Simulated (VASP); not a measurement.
# TiAl3 (Fmm2) in VASP: single point with PBEsol

Aim: the single point of TiAl3 with PBEsol.

Everything below comes from runs of VASP 6.6.1. Logs are shortened: lines on timing, memory, paths and dates and some standing lists are left out, and cuts for length are marked.

## 1. The cell of the first run

It takes space group Fmm2 (No. 42, orthorhombic). Conventional cell: a = 5.396 Å, b = 8.554 Å, c = 5.396 Å, α = 90.00°, β = 90.00°, γ = 90.00°. Ti (site symmetry mm2) has 12 Al at 2.32 to 3.07 Å within 3.1 Å. Al (site symmetry mm2) has 4 Ti at 2.32 to 3.07 Å and 8 Al at 2.87 Å within 3.1 Å. Al (site symmetry 2) has 8 Al at 2.70 to 2.87 Å and 4 Ti at 2.71 to 3.06 Å within 3.6 Å.

## 2. Single point, PBEsol (all Al atoms moved +0.375 Å, as atom 2 along Cartesian [1 1 0])

Input file INCAR:

```
SYSTEM = TiAl3
ALGO = Fast
EDIFF = 1E-6
ENCUT = 520
GGA = PS
ISIF = 2
ISMEAR = 0
LASPH = .TRUE.
LCHARG = .FALSE.
LREAL = .FALSE.
LWAVE = .FALSE.
NBANDS = 18
NELM = 80
PREC = Accurate
SIGMA = 0.15
```

Input file KPOINTS:

```
k-points
0
G
  18 18 18
  0 0 0
```

Input file POSCAR:

```
TiAl3
1.0
   -1.9077740733      1.9077740733      4.2769968076
    1.9077740733     -1.9077740733      4.2769968076
    1.9077740733      1.9077740733     -4.2769968076
Ti Al
1 3
Direct
    0.0000000000      0.0000000000      0.0000000000
    0.5694959237      0.5694959237      0.1389918474
    0.8194959237      0.3194959237      0.6389918474
    0.3194959237      0.8194959237      0.6389918474
```

Potentials or basis: VASP PAW PBE potentials, release 64 (Ti_sv, Al).

Command:

```console
cat potpaw_PBE.64/Ti_sv/POTCAR potpaw_PBE.64/Al/POTCAR > POTCAR
mpirun -np 1 vasp_std > vasp.out
```

OUTCAR:

```text
SYSTEM = TiAl3
   EDIFF = 1E-6
   ENCUT = 520
   GGA = PS
   ISIF = 2
   ISMEAR = 0
   LASPH = .TRUE.
   LREAL = .FALSE.
   NELM = 80
   PREC = Accurate

 ion  position               nearest neighbor table
   1  0.000  0.000  0.000-   2 2.32   3 2.71   4 2.71   4 2.71   3 2.71   2 2.72   2 2.72   4 3.06
                             3 3.06   3 3.06   4 3.06   2 3.07
   2  0.569  0.569  0.139-   1 2.32   1 2.72   1 2.72   3 2.87   4 2.87   3 2.87   4 2.87   3 2.87
                             4 2.87   4 2.87   3 2.87   1 3.07
   3  0.819  0.319  0.639-   4 2.70   4 2.70   4 2.70   4 2.70   1 2.71   1 2.71   2 2.87   2 2.87
                             2 2.87   2 2.87   1 3.06   1 3.06
   4  0.319  0.819  0.639-   3 2.70   3 2.70   3 2.70   3 2.70   1 2.71   1 2.71   2 2.87   2 2.87
                             2 2.87   2 2.87   1 3.06   1 3.06

  LATTYP: Found a body centered tetragonal cell.
 ALAT       =     3.8155481466
 C/A-ratio  =     2.2418780439

  Lattice vectors:

 A1 = (  -1.9077740733,   1.9077740733,   4.2769968076)
 A2 = (   1.9077740733,  -1.9077740733,   4.2769968076)
 A3 = (   1.9077740733,   1.9077740733,  -4.2769968076)

Analysis of symmetry for initial positions (statically):
=====================================================================
 Subroutine PRICEL returns:
 Original cell was already a primitive cell.

 Routine SETGRP: Setting up the symmetry group for a
 body centered tetragonal supercell.

 Subroutine GETGRP returns: Found  4 space group operations
 (whereof  4 operations were pure point group operations)
 out of a pool of 16 trial point group operations.

The static configuration has the point symmetry C_2v.

Analysis of symmetry for dynamics (positions and initial velocities):
=====================================================================
 Subroutine PRICEL returns:
 Original cell was already a primitive cell.

 Routine SETGRP: Setting up the symmetry group for a
 body centered tetragonal supercell.

 Subroutine GETGRP returns: Found  4 space group operations
 (whereof  4 operations were pure point group operations)
 out of a pool of 16 trial point group operations.

The dynamic configuration has the point symmetry C_2v.

 Subroutine INISYM returns: Found  4 space group operations
 (whereof  4 operations are pure point group operations),
 and found     1 'primitive' translations

----------------------------------------------------------------------------------------

                                     Primitive cell

  volume of cell :      62.2663

  direct lattice vectors                    reciprocal lattice vectors
    -1.907774073  1.907774073  4.276996808     0.000000000  0.262085541  0.116904459
     1.907774073 -1.907774073  4.276996808     0.262085541  0.000000000  0.116904459
     1.907774073  1.907774073 -4.276996808     0.262085541  0.262085541  0.000000000

  length of vectors
     5.056867165  5.056867165  5.056867165     0.286976451  0.286976451  0.370644927

  position of ions in fractional coordinates (direct lattice)
     0.000000000  0.000000000  0.000000000
     0.569495924  0.569495924  0.138991847
     0.819495924  0.319495924  0.638991847
     0.319495924  0.819495924  0.638991847

  ion indices of the primitive-cell ions
   primitive index   ion index
                 1           1
                 2           2
                 3           3
                 4           4

----------------------------------------------------------------------------------------

 KPOINTS: k-points

Automatic generation of k-mesh.
 Grid dimensions read from file:
 generate k-points for:   18   18   18

 Generating k-lattice:

  Cartesian coordinates                     Fractional coordinates (reciprocal lattice)
     0.000000000  0.014560308  0.006494692     0.055555556  0.000000000  0.000000000
     0.014560308  0.000000000  0.006494692     0.000000000  0.055555556  0.000000000
     0.014560308  0.014560308  0.000000000     0.000000000  0.000000000  0.055555556

  Length of vectors
     0.015943136  0.015943136  0.020591385

  Shift w.r.t. Gamma in fractional coordinates (k-lattice)
     0.000000000  0.000000000  0.000000000

 Subroutine IBZKPT returns following result:
 ===========================================

 Found    865 irreducible k-points:

 Following reciprocal coordinates:
            Coordinates               Weight
  0.000000  0.000000  0.000000      1.000000
  0.055556  0.000000 -0.000000      8.000000
  0.111111  0.000000 -0.000000      8.000000
  0.166667  0.000000 -0.000000      8.000000
  0.222222  0.000000 -0.000000      8.000000
  0.277778  0.000000 -0.000000      8.000000
[... 16 lines left out ...]
  0.388889  0.055556 -0.000000      8.000000
  0.000000  0.444444 -0.055556      8.000000
 [... further k-points ...]
   k-points           NKPTS =    865   k-points in BZ     NKDIM =    865   number of bands    NBANDS=     18
   number of dos      NEDOS =    301   number of ions     NIONS =      4
   total plane-waves  NPLWV =  64000
   dimension x,y,z NGX =    40 NGY =   40 NGZ =   40
   dimension x,y,z NGXF=    80 NGYF=   80 NGZF=   80
   ions per type =               1   3
   NGX,Y,Z   is equivalent  to a cutoff of  13.15, 13.15, 13.15 a.u.
   NGXF,Y,Z  is equivalent  to a cutoff of  26.30, 26.30, 26.30 a.u.
 SYSTEM =  TiAl3
   PREC   = accura    normal or accurate (medium, high low for compatibility)
   ISTART =      0    job   : 0-new  1-cont  2-samecut
   ICHARG =      2    charge: 1-file 2-atom 10-const
   ISPIN  =      1    spin polarized calculation?
   LNONCOLLINEAR =      F non collinear calculations
   LSORBIT =      F    spin-orbit coupling
   LASPH  =      T    aspherical Exc in radial PAW
   ENCUT  =  520.0 eV  38.22 Ry    6.18 a.u.   9.40  9.40  9.40*2*pi/ulx,y,z
   NELM   =     80;   NELMIN=  2; NELMDL= -5     # of ELM steps
   EDIFF  = 0.1E-05   stopping-criterion for ELM
   LREAL  =      F    real-space projection
   EDIFFG = 0.1E-04   stopping-criterion for IOM
   NSW    =      0    number of steps for IOM
   IBRION =     -1    ionic relax: 0-MD 1-quasi-New 2-CG
   NFREE  =      0    steps in history (QN), initial steepest desc. (CG)
   ISIF   =      2    stress and relaxation
   ISYM   =      2    0-nonsym 1-usesym 2-fastsym
   POTIM  = 0.5000    time-step for ionic-motion
   TEBEG  =    0.0;   TEEND  =   0.0 temperature during run
   PSTRESS=    0.0 pullay stress
   NELECT =      21.0000    total number of electrons
   NUPDOWN=      -1.0000    fix difference up-down
   EMIN   =  10.00;   EMAX   =-10.00  energy-range for DOS
   EFERMI =   0.00;   METHOD = LEGACY
   ISMEAR =     0;   SIGMA  =   0.15  broadening in eV -4-tet -1-fermi 0-gaus
   EFERMI_NEDOS =   21; number of points for ismear=-14 and -15
   IALGO  =     68    algorithm
   IMIX   =      4    mixing-type and parameters
     AMIX     =   0.40;   BMIX     =  1.00
     AMIX_MAG =   1.60;   BMIX_MAG =  1.00
  volume/ion in A,a.u.               =      15.57       105.05
  Fermi-wavevector in a.u.,A,eV,Ry     =   1.139542  2.153422 17.667926  1.298556
  Thomas-Fermi vector in A             =   2.276245
   LORBIT       =      0    0 simple, 1 ext, 2 COOP (PROOUT), +10 PAW based schemes
   GGA     = PS    functional components
   LHFCALC =     F    Hartree Fock is set to
   AEXX    =    0.0000 exact exchange contribution
   IVDW    =     0    specifies the selected vdW correction
   LEPSILON=     F    determine dielectric tensor
   LRPA    =     F    only Hartree local field effects (RPA)
 non-spin polarized calculation
 RMM-DIIS sequential band-by-band and
 Gauss-broadening in eV      SIGMA  =   0.15
  energy-cutoff  :      520.00
  volume of cell :       62.27
 maximum number of plane-waves:      1696
 NGX is ok and might be reduce to    40
   NGX = 19   NGY = 19   NGZ = 19

 number of electron      20.9999999 magnetization

 Free energy of the ion-electron system (eV)
  ---------------------------------------------------
  ext. energy  EPLUGINS =         0.00000000
  ---------------------------------------------------
  free energy    TOTEN  =       -21.46572686 eV

  energy without entropy =      -21.44652599  energy(sigma->0) =      -21.45612642

 E-fermi :   8.3121     XC(G=0): -10.8734

 val. band max:        8.3095856737   @ k =   0.5000   0.5000   0.3333
 cond. band min:       8.3134502863   @ k =  -0.0556  -0.4444  -0.1111
 fundamental gap:      0.0038646126
 Fermi energy:         8.3120794622

 k-point     1 :       0.0000    0.0000    0.0000
  band No.  band energies     occupation
      1     -47.7770      2.00000
      2     -24.2460      2.00000
      3     -24.1997      2.00000
      4     -24.1357      2.00000
      5      -1.8027      2.00000
      6       5.4487      2.00000
[... 10 lines left out ...]
     17      12.4066      0.00000
     18      12.8672      0.00000

 k-point     2 :       0.0556    0.0000   -0.0000
  band No.  band energies     occupation
      1     -47.7770      2.00000
      2     -24.2464      2.00000
      3     -24.2001      2.00000
      4     -24.1357      2.00000
      5      -1.7639      2.00000
      6       5.2089      2.00000
[... 10 lines left out ...]
     17      12.4929      0.00000
     18      12.9328      0.00000

 k-point     3 :       0.1111    0.0000   -0.0000
  band No.  band energies     occupation
      1     -47.7768      2.00000
      2     -24.2477      2.00000
      3     -24.2012      2.00000
      4     -24.1356      2.00000
      5      -1.6478      2.00000
      6       4.9124      2.00000
[... 10 lines left out ...]
     17      12.6287      0.00000
     18      13.3232      0.00000

 k-point     4 :       0.1667    0.0000   -0.0000
  band No.  band energies     occupation
      1     -47.7766      2.00000
      2     -24.2499      2.00000
      3     -24.2028      2.00000
      4     -24.1354      2.00000
      5      -1.4557      2.00000
      6       4.6077      2.00000
[... 375 lines left out ...]
      4     -24.1348      2.00000
      5      -0.3394      2.00000
      6       3.0246      2.00000
[... 10 lines left out ...]
     17      13.4563      0.00000
     18      14.1055      0.00000

 k-point    23 :       0.3889    0.0556   -0.0000
  band No.  band energies     occupation
      1     -47.7757      2.00000
      2     -24.2626      2.00000
      3     -24.2085      2.00000
      4     -24.1346      2.00000
      5       0.1370      2.00000
      6       2.3810      2.00000
[... 10 lines left out ...]
     17      13.6240      0.00000
     18      14.1747      0.00000

 k-point    24 :       0.0000    0.4444   -0.0556
  band No.  band energies     occupation
      1     -47.7757      2.00000
      2     -24.2623      2.00000
      3     -24.2087      2.00000
      4     -24.1346      2.00000
      5       0.1364      2.00000
      6       2.3815      2.00000
[... 10 lines left out ...]
     17      13.6733      0.00000
     18      14.2434      0.00000

 [... further k-points ...]

------------------------ aborting loop because EDIFF is reached ----------------------------------------

  FORCE on cell =-STRESS in cart. coord.  units (eV):
  Direction    XX          YY          ZZ          XY          YZ          ZX
  --------------------------------------------------------------------------------------
  -------------------------------------------------------------------------------------
  Total        2.2436607      2.2436607      0.8651364      2.0122430      0.0000000      0.0000000
  in kB       57.7317826     57.7317826     22.2608815     51.7771572      0.0000000      0.0000000
  external PRESSURE =      45.9081489 kB  Pullay stress =       0.0000000 kB

 VOLUME and BASIS-vectors are now :
 -----------------------------------------------------------------------------
  energy-cutoff  :      520.00
  volume of cell :       62.27
      direct lattice vectors                 reciprocal lattice vectors
    -1.907774073  1.907774073  4.276996808     0.000000000  0.262085541  0.116904459
     1.907774073 -1.907774073  4.276996808     0.262085541  0.000000000  0.116904459
     1.907774073  1.907774073 -4.276996808     0.262085541  0.262085541  0.000000000

 POSITION                                       TOTAL-FORCE (eV/Angst)
 -----------------------------------------------------------------------------------
      0.00000      0.00000      0.00000         3.115736      3.115736      0.000000
      0.26517      0.26517      4.27700        -2.155317     -2.155317     -0.000000
      0.26517      2.17294      2.13850        -0.480209     -0.480209      0.000000
      2.17294      0.26517      2.13850        -0.480209     -0.480209      0.000000
 -----------------------------------------------------------------------------------
    total drift:                                0.002469      0.002469     -0.000000

  FREE ENERGIE OF THE ION-ELECTRON SYSTEM (eV)
  ---------------------------------------------------
  free  energy   TOTEN  =       -21.4657268558 eV

  energy  without entropy=      -21.4465259880  energy(sigma->0) =      -21.45612642
```

Wall time 29 min (1 thread of Intel Xeon 6975P-C (Granite Rapids), shared host); peak memory 0.98 GiB.

What came out:

```
Free energy            : -21.4657 eV
Pressure               : 4.6 GPa
Largest force          : 4.406 eV/Å
Band gap on the k mesh : zero (an odd number of electrons rules out a gap without spin polarisation)
```

Forces in eV/Å, atoms in the order of the input:
```
Ti   3.116  3.116  0.000
Al  -2.155 -2.155  0.000
Al  -0.480 -0.480  0.000
Al  -0.480 -0.480  0.000
```

Caveat: the cell differs from its parent crystal (all Al atoms moved +0.375 Å, as atom 2 along Cartesian [1 1 0]); the cell stands under pressure; the PAW data sets were made with another functional, which shifts forces and pressure a little.
